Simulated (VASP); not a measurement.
A run of VASP 6.6.1:

Contents of INCAR:

```
SYSTEM = Cu
  PREC = Accurate
  ENCUT = 520
  EDIFF = 1E-6
  ISMEAR = 0
  SIGMA = 0.1
  LREAL = .False.
  LASPH = .True.
  NELM = 60
  ALGO = Fast
  ISIF = 2
  LWAVE = .False.
  LCHARG = .False.
  GGA = PE
  NBANDS = 12
```

The input KPOINTS:

```
Automatic mesh
0
Gamma
  18 18 18
  0 0 0
```

File POSCAR:

```
Cu
1.0
    0.0000000000      1.8075000000      1.8075000000
    1.8075000000      0.0000000000      1.8075000000
    1.8075000000      1.8075000000      0.0000000000
Cu
1
Direct
    0.0420719225     -0.0228852006     -0.0087496542
```

Potentials or basis: VASP PAW PBE potentials, release 64 (Cu).

Launch:

```sh
$ cat potpaw_PBE.64/Cu/POTCAR > POTCAR
$ mpirun -np 1 vasp_std > vasp.out
```

Hardware: 1 thread of Intel(R) Xeon(R) Platinum 8259CL CPU @ 2.50GHz (Skylake/Cascade Lake) (shared host).

Problem. How long does it take, and how much memory?

Solution. Run time: 23 s on 1 thread of Intel(R) Xeon(R) Platinum 8259CL CPU @ 2.50GHz (Skylake/Cascade Lake), with other jobs on the host, peak memory 0.14 GiB. Counts: scf iterations 13, k points 195.
